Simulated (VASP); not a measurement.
# HfN (I-4m2) in VASP: further runs, part 2 of 2

VASP 6.6.1. Earlier steps stand in the parts before.

## Step 4: Single point, PBEsol (strain -0.1125 x Voigt [0, 0, 1, 0, 0, 0])

INCAR

```
ALGO = Normal ; EDIFF = 1E-6
ENCUT = 520 ; GGA = PS
ISIF = 2 ; ISMEAR = 0
LASPH = T ; LCHARG = F
LREAL = F ; LWAVE = F
NBANDS = 14 ; NELM = 100
PREC = Accurate ; SIGMA = 0.15
```

KPOINTS

```
k-points
0
Gamma
  16 16 16
```

POSCAR

```
HfN
1.0
    0.0000000000      2.4548220000      2.1786545250
    2.4548220000      0.0000000000      2.1786545250
    2.4548220000      2.4548220000      0.0000000000
Hf N
1 1
Direct
    0.0000000000      0.0000000000      0.0000000000
    0.7500000000      0.7500000000      0.7500000000
```

Potentials or basis: VASP PAW PBE potentials, release 64 (Hf_pv, N).

Run with:

```console
cat potpaw_PBE.64/Hf_pv/POTCAR potpaw_PBE.64/N/POTCAR > POTCAR
mpirun -np 1 vasp_std > vasp.out
```

OUTCAR:

```text
EDIFF = 1E-6
   ENCUT = 520
   GGA = PS
   ISIF = 2
   ISMEAR = 0
   LASPH = T
   LREAL = F
   NELM = 100
   PREC = Accurate

 ion  position               nearest neighbor table
   1  0.000  0.000  0.000-   2 2.05   2 2.05   2 2.05   2 2.05
   2  0.750  0.750  0.750-   1 2.05   1 2.05   1 2.05   1 2.05

  LATTYP: Found a body centered tetragonal cell.
 ALAT       =     3.4716425656
 C/A-ratio  =     1.2551145366

  Lattice vectors:

 A1 = (   0.0000000000,  -2.4548220000,  -2.1786545250)
 A2 = (   0.0000000000,   2.4548220000,  -2.1786545250)
 A3 = (   2.4548220000,   0.0000000000,   2.1786545250)

Analysis of symmetry for initial positions (statically):
=====================================================================
 Subroutine PRICEL returns:
 Original cell was already a primitive cell.

 Routine SETGRP: Setting up the symmetry group for a
 body centered tetragonal supercell.

 Subroutine GETGRP returns: Found  8 space group operations
 (whereof  8 operations were pure point group operations)
 out of a pool of 16 trial point group operations.

The static configuration has the point symmetry D_2d.

Analysis of symmetry for dynamics (positions and initial velocities):
=====================================================================
 Subroutine PRICEL returns:
 Original cell was already a primitive cell.

 Routine SETGRP: Setting up the symmetry group for a
 body centered tetragonal supercell.

 Subroutine GETGRP returns: Found  8 space group operations
 (whereof  8 operations were pure point group operations)
 out of a pool of 16 trial point group operations.

The dynamic configuration has the point symmetry D_2d.

 Subroutine INISYM returns: Found  8 space group operations
 (whereof  8 operations are pure point group operations),
 and found     1 'primitive' translations

[... 117 lines left out ...]
  Thomas-Fermi vector in A             =   2.485212
   LORBIT       =      0    0 simple, 1 ext, 2 COOP (PROOUT), +10 PAW based schemes
   GGA     = PS    functional components
   LHFCALC =     F    Hartree Fock is set to
   AEXX    =    0.0000 exact exchange contribution
   IVDW    =     0    specifies the selected vdW correction
   LEPSILON=     F    determine dielectric tensor
   LRPA    =     F    only Hartree local field effects (RPA)
 non-spin polarized calculation
 Gauss-broadening in eV      SIGMA  =   0.15
  energy-cutoff  :      520.00
  volume of cell :       26.26
 maximum number of plane-waves:       738
   NGX = 13   NGY = 13   NGZ = 13

 number of electron      14.9999999 magnetization

 Free energy of the ion-electron system (eV)
  ---------------------------------------------------
  ext. energy  EPLUGINS =         0.00000000
  ---------------------------------------------------
  free energy    TOTEN  =       -22.02089167 eV

  energy without entropy =      -22.01470447  energy(sigma->0) =      -22.01779807

 E-fermi :   6.6249     XC(G=0): -11.9847

 val. band max:        6.6198820203   @ k =  -0.2500   0.2500   0.1250
 cond. band min:       6.6303817054   @ k =  -0.1875   0.2500   0.1250
 fundamental gap:      0.0104996851
 Fermi energy:         6.6248724601

 k-point     1 :       0.0000    0.0000    0.0000
  band No.  band energies     occupation
      1     -24.0973      2.00000
      2     -24.0910      2.00000
      3     -24.0910      2.00000
      4     -10.1287      2.00000
      5       0.5581      2.00000
      6       0.5581      2.00000
      7       0.8400      2.00000
      8       6.0837      2.00000
      9       8.1479      0.00000
     10       9.8300      0.00000
     11      13.1254      0.00000
     12      13.1254      0.00000
     13      15.2423      0.00000
     14      19.4027      0.00000
[... 377 lines left out ...]
      1     -24.1565      2.00000
      2     -24.1173      2.00000
      3     -24.1009      2.00000
      4      -9.9664      2.00000
      5       0.3636      2.00000
      6       0.6184      2.00000
      7       0.9671      2.00000
      8       6.6034      1.16045
      9       7.8924      0.00000
     10       9.5236      0.00000
     11      13.1449      0.00000
     12      13.5815      0.00000
     13      15.1967      0.00000
     14      19.3820      0.00000

 [... further k-points ...]
[... 5 lines left out ...]
  --------------------------------------------------------------------------------------
  -------------------------------------------------------------------------------------
  Total        2.7267571      2.7267571      4.8077678      0.0000000      0.0000000      0.0000000
  in kB      166.3790588    166.3790588    293.3564826      0.0000000      0.0000000      0.0000000
  external PRESSURE =     208.7048668 kB  Pullay stress =       0.0000000 kB

 VOLUME and BASIS-vectors are now :
 -----------------------------------------------------------------------------
  energy-cutoff  :      520.00
  volume of cell :       26.26
      direct lattice vectors                 reciprocal lattice vectors
     0.000000000  2.454822000  2.178654525    -0.203680756  0.203680756  0.229499443
     2.454822000  0.000000000  2.178654525     0.203680756 -0.203680756  0.229499443
     2.454822000  2.454822000  0.000000000     0.203680756  0.203680756 -0.229499443

 POSITION                                       TOTAL-FORCE (eV/Angst)
 -----------------------------------------------------------------------------------
      0.00000      0.00000      0.00000        -0.000000     -0.000000      0.000000
      3.68223      3.68223      3.26798         0.000000      0.000000     -0.000000
 -----------------------------------------------------------------------------------
    total drift:                               -0.000001     -0.000001     -0.000000

  FREE ENERGIE OF THE ION-ELECTRON SYSTEM (eV)
  ---------------------------------------------------
  free  energy   TOTEN  =       -22.0208916745 eV

  energy  without entropy=      -22.0147044650  energy(sigma->0) =      -22.01779807
```

OSZICAR:

```text
N       E                     dE             d eps       ncg     rms          rms(c)
DAV:   1     0.411555936809E+02    0.41156E+02   -0.77782E+03  9788   0.990E+02
DAV:   2    -0.230754351474E+02   -0.64231E+02   -0.60027E+02 12884   0.236E+02
DAV:   3    -0.253045727098E+02   -0.22291E+01   -0.22199E+01 11500   0.370E+01
DAV:   4    -0.253153496711E+02   -0.10777E-01   -0.10776E-01 11514   0.301E+00
DAV:   5    -0.253154450917E+02   -0.95421E-04   -0.95420E-04 11668   0.248E-01    0.661E+01
DAV:   6    -0.221059763466E+02    0.32095E+01   -0.10391E+01 11026   0.241E+01    0.460E+01
DAV:   7    -0.220422004993E+02    0.63776E-01   -0.57371E-01 11308   0.687E+00    0.254E+01
DAV:   8    -0.220250971318E+02    0.17103E-01   -0.52429E-02 11914   0.211E+00    0.516E+00
DAV:   9    -0.220211290932E+02    0.39680E-02   -0.13342E-02 11182   0.828E-01    0.174E+00
DAV:  10    -0.220209277372E+02    0.20136E-03   -0.13945E-03 11800   0.351E-01    0.363E-01
DAV:  11    -0.220208940709E+02    0.33666E-04   -0.11490E-04 11500   0.104E-01    0.700E-02
DAV:  12    -0.220208917681E+02    0.23028E-05   -0.17407E-05 12982   0.333E-02    0.193E-02
DAV:  13    -0.220208916745E+02    0.93664E-07   -0.65865E-07  6842   0.814E-03
   1 F= -.22020892E+02 E0= -.22017798E+02  d E =-.618721E-02
```

It took 82 s on 1 thread of Intel Xeon Platinum 8259CL at 2.50GHz (Skylake/Cascade Lake), shared host; peak memory 0.25 GiB.

Results:

```
Free energy : -22.0209 eV
Pressure    : 20.9 GPa
```

Levels at points of the mesh, in eV from the Fermi level:
```
           k point  band 5  band 6  band 7  band 8  band 9  band 10  band 11  band 12
(0.00, 0.00, 0.00)   -6.07   -6.07   -5.78   -0.54    1.52     3.21     6.50     6.50
(0.50, 0.00, 0.00)   -6.03   -5.66   -5.03    1.62    3.09     3.14     4.23     6.01
(0.50, 0.50, 0.00)   -7.50   -3.94   -3.94   -0.59    2.56     4.57     5.23     5.23
(0.50, 0.00, 0.50)   -7.73   -3.90   -3.50   -1.49    1.85     4.97     5.26     5.35
```

Caveat: the cell differs from its parent crystal (strain -0.1125 x Voigt [0, 0, 1, 0, 0, 0]); the PAW data sets were made with another functional, which shifts forces and pressure a little; spin-orbit coupling is left out, which moves the levels of the heavy elements.

## Step 5: Single point, PBEsol (strain -0.0750 x Voigt [0, 0, 1, 0, 0, 0])

INCAR

```
SYSTEM = HfN
PREC     = Accurate       ! precision mode
ENCUT    = 520            ! plane-wave cutoff, eV
EDIFF    = 1E-6           ! SCF threshold, eV
ISMEAR   = 0              ! smearing method
SIGMA    = 0.15           ! smearing width, eV
LREAL    = .FALSE.        ! projectors in reciprocal space
LASPH    = .TRUE.         ! aspherical terms in the spheres
NELM     = 80             ! most SCF steps
ALGO     = Normal         ! electronic algorithm
ISIF     = 2              ! what is computed and relaxed
LWAVE    = .FALSE.        ! write WAVECAR
LCHARG   = .FALSE.        ! write CHGCAR
GGA      = PS             ! functional
NBANDS   = 14             ! bands
```

KPOINTS

```
Automatic mesh
0
G
  16 16 16
  0 0 0
```

POSCAR

```
HfN
1.0
    0.0000000000      2.4548220000      2.2707103500
    2.4548220000      0.0000000000      2.2707103500
    2.4548220000      2.4548220000      0.0000000000
Hf N
1 1
Direct
    0.0000000000      0.0000000000      0.0000000000
    0.7500000000      0.7500000000      0.7500000000
```

Potentials or basis: VASP PAW PBE potentials, release 64 (Hf_pv, N).

Run with:

```console
cat potpaw_PBE.64/Hf_pv/POTCAR potpaw_PBE.64/N/POTCAR > POTCAR
mpirun -np 1 vasp_std > vasp.out
```

OUTCAR:

```text
SYSTEM = HfN
   PREC = Accurate
   ENCUT = 520
   EDIFF = 1E-6
   ISMEAR = 0
   LREAL = .FALSE.
   LASPH = .TRUE.
   NELM = 80
   ISIF = 2
   GGA = PS

 ion  position               nearest neighbor table
   1  0.000  0.000  0.000-   2 2.07   2 2.07   2 2.07   2 2.07
   2  0.750  0.750  0.750-   1 2.07   1 2.07   1 2.07   1 2.07

  LATTYP: Found a body centered tetragonal cell.
 ALAT       =     3.4716425656
 C/A-ratio  =     1.3081475452

  Lattice vectors:

 A1 = (   0.0000000000,  -2.4548220000,  -2.2707103500)
[... 587 lines left out ...]
     10       8.9235      0.00000
     11      12.7500      0.00000
     12      13.2410      0.00000
     13      14.1802      0.00000
     14      18.8077      0.00000

 [... further k-points ...]
[... 5 lines left out ...]
  --------------------------------------------------------------------------------------
  -------------------------------------------------------------------------------------
  Total        1.2403301      1.2403301      2.8910443      0.0000000      0.0000000      0.0000000
  in kB       72.6132925     72.6132925    169.2519101      0.0000000      0.0000000      0.0000000
  external PRESSURE =     104.8261650 kB  Pullay stress =       0.0000000 kB

 VOLUME and BASIS-vectors are now :
 -----------------------------------------------------------------------------
  energy-cutoff  :      520.00
  volume of cell :       27.37
      direct lattice vectors                 reciprocal lattice vectors
     0.000000000  2.454822000  2.270710350    -0.203680756  0.203680756  0.220195412
     2.454822000  0.000000000  2.270710350     0.203680756 -0.203680756  0.220195412
     2.454822000  2.454822000  0.000000000     0.203680756  0.203680756 -0.220195412

 POSITION                                       TOTAL-FORCE (eV/Angst)
 -----------------------------------------------------------------------------------
      0.00000      0.00000      0.00000         0.000000      0.000000      0.000000
      3.68223      3.68223      3.40607        -0.000000     -0.000000     -0.000000
 -----------------------------------------------------------------------------------
    total drift:                                0.000000      0.000000     -0.000001

  FREE ENERGIE OF THE ION-ELECTRON SYSTEM (eV)
  ---------------------------------------------------
  free  energy   TOTEN  =       -22.1814777860 eV

  energy  without entropy=      -22.1749103133  energy(sigma->0) =      -22.17819405
```

stdout:

```text
POSCAR found type information on POSCAR HfN
 POSCAR found :  2 types and       2 ions
 scaLAPACK will be used
 -----------------------------------------------------------------------------
|                                                                             |
|                                                                             |
|     You enforced a specific xc type in the INCAR file but a different       |
|     I HOPE YOU KNOW WHAT YOU ARE DOING!                                     |
|                                                                             |
 -----------------------------------------------------------------------------

 LDA part: xc-table for (Slater+PW92), standard interpolation
 POSCAR, INCAR and KPOINTS ok, starting setup
 FFT: planning ... GRIDC
 FFT: planning ... GRID_SOFT
 FFT: planning ... GRID
 WAVECAR not read
 entering main loop
```

Wall time 2.2 min (1 thread of Intel Xeon Platinum 8259CL at 2.50GHz (Skylake/Cascade Lake), shared host); peak memory 0.27 GiB.

What came out:

- Free energy: -22.1815 eV
- Pressure: 10.5 GPa

Stress tensor (GPa, compression positive):
```
 7.26  0.00  0.00
 0.00  7.26  0.00
 0.00  0.00 16.93
```

Levels at points of the mesh, in eV from the Fermi level:
```tsv
k point	band 4	band 5	band 6	band 7	band 8	band 9	band 10	band 11	band 12	band 13
(0.00, 0.00, 0.00)	-16.52	-5.87	-5.87	-5.67	-0.59	1.81	2.88	6.58	6.58	7.93
(0.50, 0.00, 0.00)	-15.24	-5.91	-5.38	-4.96	1.61	2.96	2.97	4.27	5.74	5.91
(0.50, 0.50, 0.00)	-14.89	-7.28	-3.83	-3.83	-0.81	2.44	4.37	5.06	5.06	12.11
(0.50, 0.00, 0.50)	-14.74	-7.44	-3.77	-3.51	-1.36	2.05	4.59	5.03	5.13	10.46
```

Caveat: the cell differs from its parent crystal (strain -0.0750 x Voigt [0, 0, 1, 0, 0, 0]); the PAW data sets were made with another functional, which shifts forces and pressure a little; spin-orbit coupling is left out, which moves the levels of the heavy elements.

## Step 6: Summary

```csv
cell,gap on the mesh (eV),pressure (GPa)
"a = 3.604, b = 3.604, c = 3.472 Å, angles 61.2, 61.2, 57.6°, 2 atoms",none,-17.5
"a = 3.222, b = 3.222, c = 3.472 Å, angles 57.4, 57.4, 65.2°, 2 atoms",none,32.9
"a = 3.282, b = 3.282, c = 3.472 Å, angles 58.1, 58.1, 63.9°, 2 atoms",none,20.9
"a = 3.344, b = 3.344, c = 3.472 Å, angles 58.7, 58.7, 62.5°, 2 atoms",none,10.5
```

Alike in all rows: task single point; level PBEsol; potentials or basis VASP PAW PBE potentials, release 64 (Hf_pv, N); no spin polarisation; k mesh 16 × 16 × 16; cutoff (eV) 520; smearing gaussian 0.15 eV.

Caveats: the PAW data sets were made with another functional, which shifts forces and pressure a little; spin-orbit coupling is left out, which moves the levels of the heavy elements.

Absolute energies hang on the potentials; compare differences alone.
